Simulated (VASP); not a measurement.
Here is a VASP 6.6.1 calculation.

The input INCAR:

```
  ALGO = Normal
  EDIFF = 1E-6
  ENCUT = 520
  GGA = PE
  ISIF = 2
  ISMEAR = 0
  LASPH = True
  LCHARG = False
  LREAL = False
  LWAVE = False
  NBANDS = 28
  NELM = 80
  PREC = Accurate
  SIGMA = 0.01
```

File KPOINTS:

```
k-points
0
Gamma
  6 6 6
```

Contents of POSCAR:

```
BaZrO3
1.0
    4.2690184564      0.0000000000      0.0000000000
    0.0000000000      4.2690184564      0.0000000000
    0.0000000000      0.0000000000      4.2690184564
Ba Zr O
1 1 3
Direct
    0.0000000000      0.0000000000      0.0000000000
    0.5000000000      0.5000000000      0.5000000000
    0.0000000000      0.5000000000      0.5000000000
    0.5000000000      0.0000000000      0.5000000000
    0.5000000000      0.5000000000      0.0000000000
```

Potentials or basis: VASP PAW PBE potentials, release 64 (Ba_sv, Zr_sv, O).

Launch:

```console
$ cat potpaw_PBE.64/Ba_sv/POTCAR potpaw_PBE.64/Zr_sv/POTCAR potpaw_PBE.64/O/POTCAR > POTCAR
$ mpirun -np 1 vasp_std > vasp.out
```

**Question.** What does it give for the band gap on the k mesh?

**Answer.** 3.06 eV (least direct gap 3.34 eV).

**Question.** What does it give for the pressure?

**Answer.** -3.3 GPa.

Caveat: the cell stands under tension; spin-orbit coupling is left out, which moves the levels of the heavy elements. A k mesh can miss the band edges.
